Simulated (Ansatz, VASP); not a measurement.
KF: VASP beside Ansatz

File INCAR:

```
SYSTEM = KF
PREC = Accurate
ENCUT = 520
EDIFF = 1E-7
ISMEAR = -1
SIGMA = 0.05
LREAL = .FALSE.
LASPH = .TRUE.
NELM = 100
ALGO = Normal
ISIF = 2
LWAVE = .FALSE.
LCHARG = .FALSE.
GGA = CA
NBANDS = 15
```

The input KPOINTS:

```
Automatic mesh
0
G
  9 9 9
  0 0 0
```

Contents of POSCAR:

```
KF
1.0
    0.0000000000      2.7070099531      2.7070099531
    2.7070099531      0.0000000000      2.7070099531
    2.7070099531      2.7070099531      0.0000000000
K F
1 1
Direct
    0.0000000000      0.0000000000      0.0000000000
    0.5000000000      0.5000000000      0.5000000000
```

The input input.yaml:

```yaml
crystal:
  lattice:
    - [0.0, 2.7070099531, 2.7070099531]
    - [2.7070099531, 0.0, 2.7070099531]
    - [2.7070099531, 2.7070099531, 0.0]
  atoms:
    - { symbol: K, position: [0.0, 0.0, 0.0] }
    - { symbol: F, position: [0.5, 0.5, 0.5] }
kpoints:
  mp_grid: { grid: [9, 9, 9] }
scf:
  occupations: { method: fermi_dirac, width: 0.05 }
hamiltonian:
  xc: lda
  pseudopotentials: { kind: all_electron, lapw: { basis_error: 0.001 } }
output:
  forces: true
  stress: true
  eigenvalues: true
```

Change from the starting cell: volume scaled by 1.04.

Alike in both runs: task single point; functional LDA; k mesh 9 × 9 × 9; occupations fermi-dirac, width 0.05 eV; no spin polarisation.

|  | VASP | Ansatz |
| --- | --- | --- |
| version | VASP 6.6.1 | Ansatz 0.2.0 |
| potentials or method | VASP PAW LDA potentials, release 64 (K_sv, F), cutoff 520 eV | all-electron LAPW, scalar-relativistic |

VASP gave:

| Item | Value |
| --- | --- |
| gap on the k mesh at the Fermi level (eV) | 5.60 |
| least direct gap on the mesh (eV) | 5.60 |
| pressure (GPa) | -4.3 |

Task: Estimate Ansatz's values.

Result: gap on the k mesh at the Fermi level (eV): 5.61; least direct gap on the mesh (eV): 5.61; pressure (GPa): -4.4.

LDA's correlation is that of Perdew and Zunger in VASP and of Perdew and Wang (1992) in Ansatz. Ansatz ran all-electron here, and VASP with PAW potentials.
